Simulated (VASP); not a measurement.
# Ga2O3 (C2/m) in VASP: single point with LDA

Aim: the single point of Ga2O3 with LDA.

Program: VASP 6.6.1. These are calculated values, not measurements. Logs are shortened: lines on timing, memory, paths and dates and some standing lists are left out, and cuts for length are marked.

## 1. The cell of the first run

Symmetry: C2/m, No. 12, monoclinic system. The conventional cell has a = 12.214 Å, b = 3.037 Å, c = 5.798 Å, α = 90.00°, β = 103.83°, γ = 90.00°. Within 2.4 Å of Ga (site symmetry m) lie 4 O at 1.83 to 1.86 Å. Ga (site symmetry m) has 6 O at 1.94 to 2.07 Å within 2.6 Å. Within 2.4 Å of O (site symmetry m) lie 3 Ga at 1.83 to 1.94 Å. O (site symmetry m) has 4 Ga at 1.86 to 2.07 Å within 2.5 Å. Within 2.4 Å of O (site symmetry m) lie 3 Ga at 1.83 to 1.94 Å.

## 2. Single point, LDA

INCAR

```
SYSTEM = Ga2O3
  PREC = Accurate
  ENCUT = 520
  EDIFF = 1E-7
  ISMEAR = 0
  SIGMA = 0.01
  LREAL = .False.
  LASPH = .True.
  NELM = 100
  ALGO = Normal
  ISIF = 2
  LWAVE = .False.
  LCHARG = .False.
  GGA = CA
  NBANDS = 55
```

KPOINTS

```
regular mesh
0
Gamma
  6 6 5
  0 0 0
```

POSCAR

```
Ga2O3
1.0
    6.1070000000     -1.5185500000      0.0000000000
    6.1070000000      1.5185500000      0.0000000000
   -1.3859888959      0.0000000000      5.6300087380
Ga O
4 6
Direct
    0.0905000000      0.0905000000      0.7946000000
    0.9095000000      0.9095000000      0.2054000000
    0.6586600000      0.6586600000      0.3140200000
    0.3413400000      0.3413400000      0.6859800000
    0.1645000000      0.1645000000      0.1098000000
    0.8355000000      0.8355000000      0.8902000000
    0.1733000000      0.1733000000      0.5632000000
    0.8267000000      0.8267000000      0.4368000000
    0.4959000000      0.4959000000      0.2566000000
    0.5041000000      0.5041000000      0.7434000000
```

Potentials or basis: VASP PAW LDA potentials, release 64 (Ga_d, O).

Command:

```sh
$ cat potpaw_LDA.64/Ga_d/POTCAR potpaw_LDA.64/O/POTCAR > POTCAR
$ mpirun -np 1 vasp_std > vasp.out
```

OUTCAR:

```text
SYSTEM = Ga2O3
   PREC = Accurate
   ENCUT = 520
   EDIFF = 1E-7
   ISMEAR = 0
   LREAL = .False.
   LASPH = .True.
   NELM = 100
   ISIF = 2
   GGA = CA

 ion  position               nearest neighbor table
   1  0.090  0.090  0.795-  10 1.83  10 1.83   5 1.83   7 1.86
   2  0.910  0.910  0.205-   9 1.83   9 1.83   6 1.83   8 1.86
   3  0.659  0.659  0.314-   9 1.94   5 1.94   5 1.94   8 2.01   7 2.07   7 2.07
   4  0.341  0.341  0.686-  10 1.94   6 1.94   6 1.94   7 2.01   8 2.07   8 2.07
   5  0.164  0.164  0.110-   1 1.83   3 1.94   3 1.94
   6  0.836  0.836  0.890-   2 1.83   4 1.94   4 1.94
   7  0.173  0.173  0.563-   1 1.86   4 2.01   3 2.07   3 2.07
   8  0.827  0.827  0.437-   2 1.86   3 2.01   4 2.07   4 2.07
   9  0.496  0.496  0.257-   2 1.83   2 1.83   3 1.94
  10  0.504  0.504  0.743-   1 1.83   1 1.83   4 1.94

  LATTYP: Found a base centered monoclinic cell.
 ALAT       =    12.2140000000
 B/A-ratio  =     0.2486572785
 C/A-ratio  =     0.4747093499
 COS(beta)  =    -0.2390419096

  Lattice vectors:

 A1 = (   6.1070000000,  -1.5185500000,   0.0000000000)
 A2 = (   6.1070000000,   1.5185500000,   0.0000000000)
 A3 = (  -1.3859888959,   0.0000000000,   5.6300087380)

Analysis of symmetry for initial positions (statically):
=====================================================================
 Subroutine PRICEL returns:
 Original cell was already a primitive cell.

 Routine SETGRP: Setting up the symmetry group for a
 base centered monoclinic supercell.

 Subroutine GETGRP returns: Found  4 space group operations
 (whereof  4 operations were pure point group operations)
 out of a pool of  4 trial point group operations.

The static configuration has the point symmetry C_2h.

Analysis of symmetry for dynamics (positions and initial velocities):
=====================================================================
 Subroutine PRICEL returns:
 Original cell was already a primitive cell.

 Routine SETGRP: Setting up the symmetry group for a
 base centered monoclinic supercell.

 Subroutine GETGRP returns: Found  4 space group operations
 (whereof  4 operations were pure point group operations)
 out of a pool of  4 trial point group operations.

The dynamic configuration has the point symmetry C_2h.

 Subroutine INISYM returns: Found  4 space group operations
 (whereof  4 operations are pure point group operations),
 and found     1 'primitive' translations

----------------------------------------------------------------------------------------

                                     Primitive cell

  volume of cell :     104.4230

  direct lattice vectors                    reciprocal lattice vectors
     6.107000000 -1.518550000  0.000000000     0.081873260 -0.329261467  0.020155462
     6.107000000  1.518550000  0.000000000     0.081873260  0.329261467  0.020155462
    -1.385988896  0.000000000  5.630008738     0.000000000  0.000000000  0.177619618

  length of vectors
     6.292967750  6.292967750  5.798100000     0.339886138  0.339886138  0.177619618

  position of ions in fractional coordinates (direct lattice)
     0.090500000  0.090500000  0.794600000
     0.909500000  0.909500000  0.205400000
     0.658660000  0.658660000  0.314020000
     0.341340000  0.341340000  0.685980000
     0.164500000  0.164500000  0.109800000
     0.835500000  0.835500000  0.890200000
     0.173300000  0.173300000  0.563200000
     0.826700000  0.826700000  0.436800000
     0.495900000  0.495900000  0.256600000
     0.504100000  0.504100000  0.743400000

  ion indices of the primitive-cell ions
   primitive index   ion index
                 1           1
                 2           2
                 3           3
                 4           4
                 5           5
                 6           6
                 7           7
                 8           8
                 9           9
                10          10

----------------------------------------------------------------------------------------

 KPOINTS: regular mesh

Automatic generation of k-mesh.
 Grid dimensions read from file:
 generate k-points for:    6    6    5

 Generating k-lattice:

  Cartesian coordinates                     Fractional coordinates (reciprocal lattice)
     0.013645543 -0.054876911  0.003359244     0.166666667  0.000000000  0.000000000
     0.013645543  0.054876911  0.003359244     0.000000000  0.166666667  0.000000000
     0.000000000  0.000000000  0.035523924     0.000000000  0.000000000  0.200000000

  Length of vectors
     0.056647690  0.056647690  0.035523924

  Shift w.r.t. Gamma in fractional coordinates (k-lattice)
     0.000000000  0.000000000  0.000000000

 Subroutine IBZKPT returns following result:
 ===========================================

 Found     55 irreducible k-points:

 Following reciprocal coordinates:
            Coordinates               Weight
  0.000000  0.000000  0.000000      1.000000
  0.166667  0.000000 -0.000000      4.000000
  0.333333  0.000000 -0.000000      4.000000
  0.500000 -0.000000  0.000000      2.000000
  0.166667  0.166667 -0.000000      2.000000
  0.333333  0.166667  0.000000      4.000000
[... 16 lines left out ...]
 -0.333333  0.166667  0.200000      4.000000
 -0.166667  0.166667  0.200000      4.000000
 [... further k-points ...]
   k-points           NKPTS =     55   k-points in BZ     NKDIM =     55   number of bands    NBANDS=     55
   number of dos      NEDOS =    301   number of ions     NIONS =     10
   total plane-waves  NPLWV = 110592
   dimension x,y,z NGX =    48 NGY =   48 NGZ =   48
   dimension x,y,z NGXF=    96 NGYF=   96 NGZF=   96
   ions per type =               4   6
   NGX,Y,Z   is equivalent  to a cutoff of  12.68, 12.68, 13.76 a.u.
   NGXF,Y,Z  is equivalent  to a cutoff of  25.36, 25.36, 27.53 a.u.
 SYSTEM =  Ga2O3
   PREC   = accura    normal or accurate (medium, high low for compatibility)
   ISTART =      0    job   : 0-new  1-cont  2-samecut
   ICHARG =      2    charge: 1-file 2-atom 10-const
   ISPIN  =      1    spin polarized calculation?
   LNONCOLLINEAR =      F non collinear calculations
   LSORBIT =      F    spin-orbit coupling
   LASPH  =      T    aspherical Exc in radial PAW
   ENCUT  =  520.0 eV  38.22 Ry    6.18 a.u.  11.70 11.70 10.78*2*pi/ulx,y,z
   NELM   =    100;   NELMIN=  2; NELMDL= -5     # of ELM steps
   EDIFF  = 0.1E-06   stopping-criterion for ELM
   LREAL  =      F    real-space projection
   EDIFFG = 0.1E-05   stopping-criterion for IOM
   NSW    =      0    number of steps for IOM
   IBRION =     -1    ionic relax: 0-MD 1-quasi-New 2-CG
   NFREE  =      0    steps in history (QN), initial steepest desc. (CG)
   ISIF   =      2    stress and relaxation
   ISYM   =      2    0-nonsym 1-usesym 2-fastsym
   POTIM  = 0.5000    time-step for ionic-motion
   TEBEG  =    0.0;   TEEND  =   0.0 temperature during run
   PSTRESS=    0.0 pullay stress
   NELECT =      88.0000    total number of electrons
   NUPDOWN=      -1.0000    fix difference up-down
   EMIN   =  10.00;   EMAX   =-10.00  energy-range for DOS
   EFERMI =   0.00;   METHOD = LEGACY
   ISMEAR =     0;   SIGMA  =   0.01  broadening in eV -4-tet -1-fermi 0-gaus
   EFERMI_NEDOS =   21; number of points for ismear=-14 and -15
   IALGO  =     38    algorithm
   IMIX   =      4    mixing-type and parameters
     AMIX     =   0.40;   BMIX     =  1.00
     AMIX_MAG =   1.60;   BMIX_MAG =  1.00
  volume/ion in A,a.u.               =      10.44        70.47
  Fermi-wavevector in a.u.,A,eV,Ry     =   1.546335  2.922150 32.533613  2.391153
  Thomas-Fermi vector in A             =   2.651586
   LORBIT       =      0    0 simple, 1 ext, 2 COOP (PROOUT), +10 PAW based schemes
   GGA     = CA    functional components
   LHFCALC =     F    Hartree Fock is set to
   AEXX    =    0.0000 exact exchange contribution
   IVDW    =     0    specifies the selected vdW correction
   LEPSILON=     F    determine dielectric tensor
   LRPA    =     F    only Hartree local field effects (RPA)
 non-spin polarized calculation
 Gauss-broadening in eV      SIGMA  =   0.01
  energy-cutoff  :      520.00
  volume of cell :      104.42
 maximum number of plane-waves:      2846
   NGX = 23   NGY = 23   NGZ = 21

 number of electron      88.0000020 magnetization

 Free energy of the ion-electron system (eV)
  ---------------------------------------------------
  ext. energy  EPLUGINS =         0.00000000
  ---------------------------------------------------
  free energy    TOTEN  =       -68.22254645 eV

  energy without entropy =      -68.22254645  energy(sigma->0) =      -68.22254645

 E-fermi :   3.6533     XC(G=0): -12.2167

 val. band max:        3.5998160757   @ k =   0.0000   0.0000   0.0000
 cond. band min:       5.9581161928   @ k =   0.0000   0.0000   0.0000
 fundamental gap:      2.3583001170
 Fermi energy:         3.6533181910

 k-point     1 :       0.0000    0.0000    0.0000
  band No.  band energies     occupation
      1     -15.1321      2.00000
      2     -13.9176      2.00000
      3     -13.8833      2.00000
      4     -13.7706      2.00000
      5     -13.2656      2.00000
      6     -13.2594      2.00000
[... 47 lines left out ...]
     54      15.7385      0.00000
     55      16.0594      0.00000

 k-point     2 :       0.1667    0.0000   -0.0000
  band No.  band energies     occupation
      1     -14.9106      2.00000
      2     -13.8782      2.00000
      3     -13.8311      2.00000
      4     -13.6345      2.00000
      5     -13.2763      2.00000
      6     -13.2641      2.00000
[... 47 lines left out ...]
     54      14.6008      0.00000
     55      14.6589      0.00000

 k-point     3 :       0.3333    0.0000   -0.0000
  band No.  band energies     occupation
      1     -14.3674      2.00000
      2     -13.7824      2.00000
      3     -13.6717      2.00000
      4     -13.5141      2.00000
      5     -13.2794      2.00000
      6     -13.2718      2.00000
[... 1152 lines left out ...]
 k-point    23 :      -0.3333    0.1667    0.2000
  band No.  band energies     occupation
      1     -13.9088      2.00000
      2     -13.7281      2.00000
      3     -13.6525      2.00000
      4     -13.5474      2.00000
      5     -13.2937      2.00000
      6     -13.2784      2.00000
[... 47 lines left out ...]
     54      15.0866      0.00000
     55      15.4996      0.00000

 k-point    24 :      -0.1667    0.1667    0.2000
  band No.  band energies     occupation
      1     -14.3539      2.00000
      2     -13.7573      2.00000
      3     -13.6818      2.00000
      4     -13.5123      2.00000
      5     -13.3272      2.00000
      6     -13.2582      2.00000
[... 47 lines left out ...]
     54      14.5824      0.00000
     55      15.1531      0.00000

 [... further k-points ...]
[... 5 lines left out ...]
  --------------------------------------------------------------------------------------
  -------------------------------------------------------------------------------------
  Total       -1.4207128     -1.3323200     -1.7829062      0.0000000      0.0000000      0.0108275
  in kB      -21.7982076    -20.4419846    -27.3553961      0.0000000      0.0000000      0.1661286
  external PRESSURE =     -23.1985294 kB  Pullay stress =       0.0000000 kB

 VOLUME and BASIS-vectors are now :
 -----------------------------------------------------------------------------
  energy-cutoff  :      520.00
  volume of cell :      104.42
      direct lattice vectors                 reciprocal lattice vectors
     6.107000000 -1.518550000  0.000000000     0.081873260 -0.329261467  0.020155462
     6.107000000  1.518550000  0.000000000     0.081873260  0.329261467  0.020155462
    -1.385988896  0.000000000  5.630008738     0.000000000  0.000000000  0.177619618

 POSITION                                       TOTAL-FORCE (eV/Angst)
 -----------------------------------------------------------------------------------
      0.00406      0.00000      4.47360         0.046130      0.000000      0.052991
     10.82395      0.00000      1.15640        -0.046130      0.000000     -0.052991
      7.60965      0.00000      1.76794        -0.015703      0.000000      0.050282
      3.21837      0.00000      3.86207         0.015703      0.000000     -0.050282
      1.85702      0.00000      0.61817        -0.020360      0.000000     -0.027085
      8.97099      0.00000      5.01183         0.020360      0.000000      0.027085
      1.33610      0.00000      3.17082         0.054524      0.000000     -0.063139
      9.49191      0.00000      2.45919        -0.054524      0.000000      0.063139
      5.70128      0.00000      1.44466         0.096938      0.000000      0.007502
      5.12673      0.00000      4.18535        -0.096938      0.000000     -0.007502
 -----------------------------------------------------------------------------------
    total drift:                                0.000000      0.000000      0.000000

  FREE ENERGIE OF THE ION-ELECTRON SYSTEM (eV)
  ---------------------------------------------------
  free  energy   TOTEN  =       -68.2225464490 eV

  energy  without entropy=      -68.2225464490  energy(sigma->0) =      -68.22254645
```

Wall time 10 min (1 thread of Intel Xeon Platinum 8259CL at 2.50GHz (Skylake/Cascade Lake), shared host); peak memory 0.4 GiB.

What came out:

| Quantity | Value |
| --- | --- |
| Free energy | -68.2225 eV |
| Pressure | -2.3 GPa |
| Largest force | 0.097 eV/Å |
| Band gap on the k mesh | 2.36 eV |

Forces in eV/Å, atoms in the order of the input:
```
Ga   0.046  0.000  0.053
Ga  -0.046  0.000 -0.053
Ga  -0.016  0.000  0.050
Ga   0.016  0.000 -0.050
O   -0.020  0.000 -0.027
O    0.020  0.000  0.027
O    0.055  0.000 -0.063
O   -0.055  0.000  0.063
O    0.097  0.000  0.008
O   -0.097  0.000 -0.008
```

A k mesh can miss the band edges.
